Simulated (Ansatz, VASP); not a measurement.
## Mg in VASP and in Ansatz

File INCAR:

```
SYSTEM = Mg
  ALGO = Fast
  EDIFF = 1E-6
  ENCUT = 520
  GGA = PE
  ISIF = 2
  ISMEAR = 0
  LASPH = .TRUE.
  LCHARG = .FALSE.
  LREAL = .FALSE.
  LWAVE = .FALSE.
  NBANDS = 7
  NELM = 80
  PREC = Accurate
  SIGMA = 0.1
```

KPOINTS

```
k-points
0
G
  16 16 16
  0 0 0
```

The input POSCAR:

```
Mg
1.0
    0.0000000000      2.3340850949      2.3340850949
    2.3340850949      0.0000000000      2.3340850949
    2.3340850949      2.3340850949      0.0000000000
Mg
1
Direct
    0.0000000000      0.0000000000      0.0000000000
```

Input for Ansatz:

```yaml
crystal:
  lattice:
    - [0.0, 2.3340850949, 2.3340850949]
    - [2.3340850949, 0.0, 2.3340850949]
    - [2.3340850949, 2.3340850949, 0.0]
  atoms:
    - { symbol: Mg, position: [0.0, 0.0, 0.0] }
basis:
  ecutwfc: 420
kpoints:
  mp_grid: { grid: [16, 16, 16] }
hamiltonian:
  xc: pbe
scf:
  occupations: { method: gaussian, width: 0.1 }
output:
  forces: true
  stress: true
  eigenvalues: true
```

Alike in both runs: task single point; functional PBE; k mesh 16 × 16 × 16; occupations gaussian, width 0.1 eV; no spin polarisation.

|  | VASP | Ansatz |
| --- | --- | --- |
| version | VASP 6.6.1 | Ansatz 0.2.0 |
| potentials or method | VASP PAW PBE potentials, release 64 (Mg), cutoff 520 eV | scalar-relativistic, plane waves, PAW |
| valence electrons in the cell | 2 | 10 |

```csv
,VASP,Ansatz,Ansatz less VASP
gap on the k mesh at the Fermi level (eV),none,none,-
pressure (GPa),-2.9,-2.8,+0.11
```

A gap of «none» marks a metal or a gap that the smearing closes. VASP's potentials hold 2 valence electrons a cell and Ansatz's 10, so a difference there can come from the potentials and not from the codes.
